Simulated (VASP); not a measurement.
Write the native input for VASP 6.6.1 that does the following.

* Task: single point
* Functional: PBEsol
* Potentials or basis: VASP PAW PBE potentials, release 64 (Si)
* Cutoff: 520 eV
* k mesh: 8 × 8 × 8
* Occupations: fermi-dirac, width 0.05 eV
* Spin: no spin polarisation
* Dipole correction: no
* Further INCAR settings: ALGO = Normal; EDIFF = 1e-06; NBANDS = 11

The structure of Si lies in POSCAR:

```
Si
1.0
    0.0000000000      2.7035831784      2.7035831784
    2.7035831784      0.0000000000      2.7035831784
    2.7035831784      2.7035831784      0.0000000000
Si
2
Direct
    0.5000000000      0.5000000000      0.5000000000
    0.7500000000      0.7500000000      0.7500000000
```

One way to write it, as run:

INCAR

```
SYSTEM = Si
PREC = Accurate
ENCUT = 520
EDIFF = 1E-6
ISMEAR = -1
SIGMA = 0.05
LREAL = .False.
LASPH = .True.
NELM = 80
ALGO = Normal
ISIF = 2
LWAVE = .False.
LCHARG = .True.
GGA = PS
LELF = .True.
LVHAR = .True.
NBANDS = 11
```

KPOINTS

```
Automatic mesh
0
Gamma
  8 8 8
  0 0 0
```

Potentials or basis: VASP PAW PBE potentials, release 64 (Si).

Command:

```bash
$ cat potpaw_PBE.64/Si/POTCAR > POTCAR
$ mpirun -np 1 vasp_std > vasp.out
```

It gave:

The pressure is 1.5 GPa. The band gap on the k mesh is 0.48 eV, indirect (least direct gap 2.52 eV).

Caveat: the PAW data sets were made with another functional, which shifts forces and pressure a little.

It took 17 s on 1 thread of AMD EPYC 7R43 64-Core Processor (Zen 3), on a shared host, peak memory 0.11 GiB.
